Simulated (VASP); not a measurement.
The system is Ca2AsI.

```xyz
4
Lattice="2.2000 1.2702 7.5033 -2.2000 1.2702 7.5033 0.0000 -2.5403 7.5033" Properties=species:S:1:pos:R:3 pbc="T T T"
Ca    0.0000    0.0000    5.1990
Ca    0.0000    0.0000   17.3111
As    0.0000    0.0000   11.2550
I     0.0000    0.0000    0.0000
```

* Program: VASP 6.6.1
* Task: relaxation of cell and atoms
* Functional: LDA
* Potentials or basis: VASP PAW LDA potentials, release 64 (Ca_sv, As, I)
* Cutoff: 600 eV
* k mesh: 6 × 6 × 6
* Occupations: gaussian, width 0.02 eV
* Spin: no spin polarisation

At the start: pressure -3.1 GPa; volume 31.45 Å³/atom.

Q: Where does the relaxation end?

A: Over 10 steps the energy falls by 29.4 meV/atom and the volume is 28.56 Å³/atom (-9.2 %); space group R-3m (No. 166, to 0.1 Å) before and after.

The path:
```tsv
step	energy change (eV)	largest force (eV/Å)	pressure (GPa)	volume (Å³)
1	0.0000	0.0812	-3.08	125.80
2	-0.1050	0.2960	0.17	115.11
3	-0.1053	0.2745	-0.03	115.64
4	-0.1117	0.1869	-0.03	115.17
5	-0.1174	0.0103	0.03	114.13
6	-0.1174	0.0052	0.03	114.16
7	-0.1175	0.0043	-0.04	114.27
8	-0.1175	0.0046	-0.06	114.33
9	-0.1175	0.0075	0.03	114.12
10	-0.1176	0.0014	-0.01	114.22
```

Final structure:
```xyz
4
Lattice="2.1379 1.2343 7.2139 -2.1379 1.2343 7.2139 0.0000 -2.4687 7.2139" Properties=species:S:1:pos:R:3 pbc="T T T"
Ca    0.0000    0.0000    5.0352
Ca    0.0000    0.0000   16.6066
As    0.0000    0.0000   10.8209
I     0.0000    0.0000    0.0000
```
